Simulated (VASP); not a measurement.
Here is a VASP 6.6.1 calculation.

INCAR

```
SYSTEM = Al2Au
ALGO = Normal
EDIFF = 1E-6
ENCUT = 400
GGA = PE
GGA_COMPAT = .False.
ISIF = 2
ISMEAR = 1
LASPH = .True.
LCHARG = .False.
LREAL = .False.
LWAVE = .False.
NBANDS = 26
NELM = 120
PREC = Accurate
SIGMA = 0.1
```

Contents of KPOINTS:

```
k-points
0
Gamma
  3 3 3
  0 0 0
```

The input POSCAR:

```
Al2Au
1.0
    0.0000000000      5.9978670000      5.9978670000
    2.9989340000      0.0000000000      2.9989340000
    2.9989340000      2.9989340000      0.0000000000
Al Au
4 2
Direct
    0.1209747565      0.2597031145      0.2501984038
    0.3749317883      0.7424454823      0.7528731876
    0.6251458227      0.2526899558      0.2486278458
    0.8703141467      0.7527256352      0.7541114609
    0.0008978192     -0.0004791703     -0.0003114440
    0.5004670827     -0.0006168859     -0.0003604614
```

Potentials or basis: VASP PAW PBE potentials, release 64 (Al, Au).

Command:

```console
$ cat potpaw_PBE.64/Al/POTCAR potpaw_PBE.64/Au/POTCAR > POTCAR
$ mpirun -np 1 vasp_std > vasp.out
```

Estimate the largest force.

0.400 eV/Å.

What does it give for the pressure?

2.8 GPa.

What does it give for the band gap on the k mesh?

Zero (bands 17 and 18 overlap by 3.76 eV).

Stress tensor (GPa, compression positive):
```
 2.59 -1.55 -0.69
-1.55  2.64  0.60
-0.69  0.60  3.03
```

Caveat: the k points lie up to 0.58 Å⁻¹ apart, too coarse for converged energies and pressures of a metal; spin-orbit coupling is left out, which moves the levels of the heavy elements.
